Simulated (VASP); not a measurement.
Wanted: the native input for a VASP 6.6.1 run.

| Property | Result |
| --- | --- |
| Task | single point |
| Functional | PBEsol |
| Potentials or basis | VASP PAW PBE potentials, release 64 (Ag) |
| Cutoff | 520 eV |
| k mesh | 15 × 15 × 14 |
| Occupations | gaussian, width 0.1 eV |
| Spin | no spin polarisation |
| Dipole correction | no |
| Further INCAR settings | ALGO = Fast; EDIFF = 1e-06; NBANDS = 12; ISYM = 0 |

The structure of Ag lies in POSCAR:

```
Ag
1.0
    2.7704872829      0.0000000000      0.0000000000
   -1.3852436415      2.3993123679      0.0000000000
    1.3852436415      0.7997707893      2.4389101595
Ag
1
Direct
    0.0000000000      0.0000000000      0.0000000000
```

The input as run:

INCAR

```
SYSTEM = Ag
  ALGO = Fast
  EDIFF = 1E-6
  ENCUT = 520
  GGA = PS
  ISIF = 2
  ISMEAR = 0
  ISYM = 0
  LASPH = .True.
  LCHARG = .False.
  LREAL = .False.
  LWAVE = .False.
  NBANDS = 12
  NELM = 100
  PREC = Accurate
  SIGMA = 0.1
```

KPOINTS

```
k-points
0
Gamma
  15 15 14
  0 0 0
```

Potentials or basis: VASP PAW PBE potentials, release 64 (Ag).

The run is started by

```console
$ cat potpaw_PBE.64/Ag/POTCAR > POTCAR
$ mpirun -np 1 vasp_std > vasp.out
```

Results of the run:

```yaml
Pressure: 4.2 GPa
Band_gap_on_the_k_mesh: zero (an odd number of electrons rules out a gap without spin polarisation)
```

Caveat: the stress differs along the axes, from -3 to 8 GPa; the PAW data sets were made with another functional, which shifts forces and pressure a little.

Wall time 3.9 min on 1 thread of Intel Xeon 8259CL, on a shared host, peak memory 0.4 GiB.
